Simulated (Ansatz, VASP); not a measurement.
**One calculation of Zn, two programs**

File INCAR:

```
SYSTEM = Zn
  PREC = Accurate
  ENCUT = 520
  EDIFF = 1E-7
  ISMEAR = 0
  SIGMA = 0.15
  LREAL = .FALSE.
  LASPH = .TRUE.
  NELM = 60
  ALGO = Fast
  ISIF = 2
  LWAVE = .FALSE.
  LCHARG = .FALSE.
  GGA = CA
  NBANDS = 12
```

Contents of KPOINTS:

```
regular mesh
0
G
  20 20 20
  0 0 0
```

POSCAR

```
Zn
1.0
   -1.4856136926      1.5056386871      1.5458392400
    1.4856136926     -1.5056386871      1.5458392400
    1.4856136926      1.5056386871     -1.5458392400
Zn
1
Direct
    0.0000000000      0.0000000000      0.0000000000
```

Input for Ansatz:

```yaml
crystal:
  lattice:
    - [-1.4856136926, 1.5056386871, 1.54583924]
    - [1.4856136926, -1.5056386871, 1.54583924]
    - [1.4856136926, 1.5056386871, -1.54583924]
  atoms:
    - { symbol: Zn, position: [0.0, 0.0, 0.0] }
basis:
  ecutwfc: 520.0
kpoints:
  mp_grid: { grid: [20, 20, 20] }
hamiltonian:
  xc: lda
  pseudopotentials: { kind: paw }
scf:
  occupations: { method: gaussian, width: 0.15 }
output:
  forces: true
  stress: true
  eigenvalues: true
```

Change from the starting cell: normal strain along x -0.0133, normal strain along z +0.0267.

Alike in both runs: task single point; functional LDA; k mesh 20 × 20 × 20; occupations gaussian, width 0.15 eV; no spin polarisation.

```csv
,VASP,Ansatz
version,VASP 6.6.1,Ansatz 0.2.0
potentials or method,"VASP PAW LDA potentials, release 64 (Zn), cutoff 520 eV","scalar-relativistic, plane waves, PAW"
valence electrons in the cell,12,12
```

|  | VASP | Ansatz | Ansatz less VASP |
| --- | --- | --- | --- |
| gap on the k mesh at the Fermi level (eV) | none | none | - |
| pressure (GPa) | -0.5 | -1.1 | -0.67 |
| traceless stress, the component that is largest in VASP (GPa) | 1.05 | 1.07 | +0.015 |

LDA's correlation is that of Perdew and Zunger in VASP and of Perdew and Wang (1992) in Ansatz. A gap of «none» marks a metal or a gap that the smearing closes.
